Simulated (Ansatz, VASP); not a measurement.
One calculation of MgC2, two programs

```
Mg C
1.0
     5.51954    0.00000    0.00000
    -2.75977    4.78007    0.00000
     0.00000    0.00000    5.27247
Mg C
1 2
Direct
  0.00000 0.00000 0.50000
  0.00000 0.00000 0.11758
  0.00000 0.00000 0.88242
```

Alike in both runs: functional PBE; k mesh 6 × 6 × 4; occupations gaussian, width 0.1 eV; no spin polarisation.

Ansatz relaxed the structure, and its values are those at the end. VASP's run is a single point on that final structure, the one shown.

|  | VASP | Ansatz |
| --- | --- | --- |
| version | VASP 6.6.1 | Ansatz 0.2.0 |
| potentials or method | VASP PAW PBE potentials, release 64 (Mg, C), cutoff 520 eV | scalar-relativistic, plane waves, PAW |
| valence electrons in the cell | 10 | 18 |

VASP gave:

| Item | Value |
| --- | --- |
| gap on the k mesh at the Fermi level (eV) | 3.48 |
| least direct gap on the mesh (eV) | 3.52 |
| pressure (GPa) | 0.2 |
| rms of the force components (eV/Å) | 0.044 |

Estimate Ansatz's values.

gap on the k mesh at the Fermi level (eV): 3.48; least direct gap on the mesh (eV): 3.52; pressure (GPa): 0.2; rms of the force components (eV/Å): 0.006.

VASP's potentials hold 10 valence electrons a cell and Ansatz's 18, so a difference there can come from the potentials and not from the codes.
